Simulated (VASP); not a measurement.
Al36O (a cell with a defect): single point with PBE

System: Al36O (a cell with a defect).

```
Al O
1.0
     0.00000    6.05839    6.05839
     6.05839    0.00000    6.05839
     8.07786    8.07786    0.00000
Al O
36 1
Direct
  0.00186 0.00233 0.99417
  0.00243 0.00292 0.24363
  0.00168 0.00209 0.49464
  0.00198 0.00245 0.74425
  0.00010 0.33357 0.99734
  0.00379 0.33585 0.24227
  0.00214 0.33498 0.49425
  0.00168 0.33361 0.74515
  0.00081 0.67028 0.99478
  0.00292 0.66970 0.24260
  0.00012 0.67062 0.49250
  0.99984 0.67131 0.74600
  0.33308 0.00052 0.99736
  0.33538 0.00434 0.24221
  0.33452 0.00260 0.49424
  0.33316 0.00211 0.74517
  0.33630 0.33678 0.99391
  0.33592 0.33636 0.24130
  0.32941 0.32990 0.48994
  0.32794 0.32830 0.75962
  0.33395 0.67035 0.99307
  0.33304 0.66988 0.24435
  0.33046 0.68650 0.48949
  0.33374 0.67110 0.74412
  0.66984 0.00129 0.99475
  0.66924 0.00339 0.24259
  0.67014 0.00060 0.49252
  0.67090 0.00023 0.74599
  0.66989 0.33441 0.99310
  0.66944 0.33350 0.24440
  0.68603 0.33085 0.48965
  0.67059 0.33425 0.74415
  0.66890 0.66932 0.99490
  0.67005 0.67051 0.24373
  0.67032 0.67082 0.49197
  0.66885 0.66931 0.74297
  0.41801 0.41849 0.55809
```

```json
{"Program": "VASP 6.6.1", "Task": "single point", "Functional": "PBE", "Potentials or basis": "VASP PAW PBE potentials, release 64 (Al, O)", "Cutoff": "520 eV", "k mesh": "4 × 4 × 3", "Occupations": "methfessel-paxton, width 0.1 eV", "Spin": "no spin polarisation"}
```

| Item | Value |
| --- | --- |
| Pressure | 1.4 GPa |
| Largest force | 0.339 eV/Å |
| Band gap on the k mesh | zero (bands 57 and 58 overlap by 0.51 eV) |

Forces on the atoms (eV/Å):
```
Al  -0.004 -0.004 -0.071
Al  -0.002 -0.001 -0.068
Al  -0.048 -0.048  0.069
Al   0.066  0.066 -0.010
Al   0.104 -0.052  0.015
Al  -0.027  0.071  0.045
Al  -0.035 -0.040  0.063
Al   0.003 -0.058 -0.047
Al  -0.024  0.031 -0.007
Al   0.019 -0.002  0.015
Al  -0.009  0.007 -0.011
Al  -0.026  0.004 -0.031
Al  -0.052  0.103  0.016
Al   0.070 -0.025  0.044
Al  -0.040 -0.035  0.065
Al  -0.059  0.003 -0.047
Al   0.030  0.030 -0.035
Al  -0.010 -0.011 -0.044
Al  -0.202 -0.199 -0.186
Al   0.159  0.158 -0.117
Al  -0.045  0.105  0.060
Al  -0.046 -0.041  0.017
Al   0.196 -0.194  0.160
Al   0.073  0.018 -0.006
Al   0.032 -0.024 -0.008
Al  -0.001  0.018  0.015
Al   0.006 -0.009 -0.011
Al   0.006 -0.025 -0.032
Al   0.105 -0.045  0.060
Al  -0.042 -0.046  0.016
Al  -0.196  0.193  0.160
Al   0.017  0.072 -0.006
Al  -0.089 -0.090 -0.075
Al  -0.027 -0.027  0.010
Al   0.024  0.025  0.012
Al   0.076  0.077 -0.029
O   -0.001 -0.003  0.002
```

Stress tensor (GPa, compression positive):
```
 1.23 -0.28  0.16
-0.28  1.22  0.16
 0.16  0.16  1.81
```

Levels at points of the mesh, in eV from the Fermi level:
```tsv
k point	band 53	band 54	band 55	band 56	band 57	band 58	band 59	band 60	band 61	band 62
(0.00, 0.00, 0.00)	-0.78	-0.74	-0.50	-0.46	0.06	0.40	0.45	0.47	0.51	0.52
(0.50, 0.00, 0.00)	-0.62	-0.54	-0.47	-0.26	0.09	0.11	0.65	0.76	0.84	0.89
(0.00, 0.50, 0.00)	-0.62	-0.54	-0.47	-0.26	0.09	0.11	0.65	0.76	0.84	0.89
(0.50, 0.50, 0.00)	-0.69	-0.59	-0.35	-0.12	0.30	0.36	0.56	0.68	0.70	0.81
```

It took 51 min on 4 MPI ranks on Oxide Virtual Turin-like Processor, with other jobs on the host, peak memory 1.2 GiB a rank.
